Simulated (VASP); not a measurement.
Wanted: the native input for a VASP 6.6.1 run.

```
Task                   : single point
Functional             : r2SCAN
Potentials or basis    : VASP PAW PBE potentials, release 64 (Ge_d)
Cutoff                 : 520 eV
k mesh                 : 8 × 8 × 8
Occupations            : fermi-dirac, width 0.05 eV
Spin                   : no spin polarisation
Dipole correction      : no
Further INCAR settings : ALGO = Normal; EDIFF = 1e-06; NBANDS = 21
```

The system is Ge.

```
Ge
1.0
     0.00000    2.77116    2.77116
     2.77116    0.00000    2.77116
     2.77116    2.77116    0.00000
Ge
2
Direct
  0.75000 0.75000 0.75000
  0.50000 0.50000 0.50000
```

One way to write it, as run:

POSCAR

```
Ge
1.0
    0.0000000000      2.7711609388      2.7711609388
    2.7711609388      0.0000000000      2.7711609388
    2.7711609388      2.7711609388      0.0000000000
Ge
2
Direct
    0.7500000000      0.7500000000      0.7500000000
    0.5000000000      0.5000000000      0.5000000000
```

INCAR.step1

```
SYSTEM = Ge
ALGO = Normal
EDIFF = 1E-4
ENCUT = 520
GGA = PE
ISMEAR = -1
LASPH = .True.
LCHARG = .False.
LREAL = .False.
LWAVE = .True.
NBANDS = 21
NELM = 80
PREC = Accurate
SIGMA = 0.05
```

INCAR.step2

```
SYSTEM = Ge
ALGO = Normal
EDIFF = 1E-6
ENCUT = 520
ISIF = 2
ISMEAR = -1
ISTART = 1
LASPH = .True.
LCHARG = .False.
LMIXTAU = .True.
LREAL = .False.
LWAVE = .False.
METAGGA = R2SCAN
NBANDS = 21
NELM = 80
PREC = Accurate
SIGMA = 0.05
```

KPOINTS

```
k-points
0
Gamma
  8 8 8
  0 0 0
```

Potentials or basis: VASP PAW PBE potentials, release 64 (Ge_d).

Command:

```bash
$ cat potpaw_PBE.64/Ge_d/POTCAR > POTCAR
$ cp INCAR.step1 INCAR
$ mpirun -np 1 vasp_std > vasp.out
$ cp INCAR.step2 INCAR
$ mpirun -np 1 vasp_std > vasp.out
```

Results of the run:

The pressure is 6.1 GPa. The band gap on the k mesh is 0.66 eV, indirect (least direct gap 1.01 eV).

Caveat: the PAW data sets were made with another functional, which shifts forces and pressure a little.

It took 44 s on 1 thread of Intel(R) Xeon(R) 6975P-C (Granite Rapids), on a shared host, peak memory 0.17 GiB.
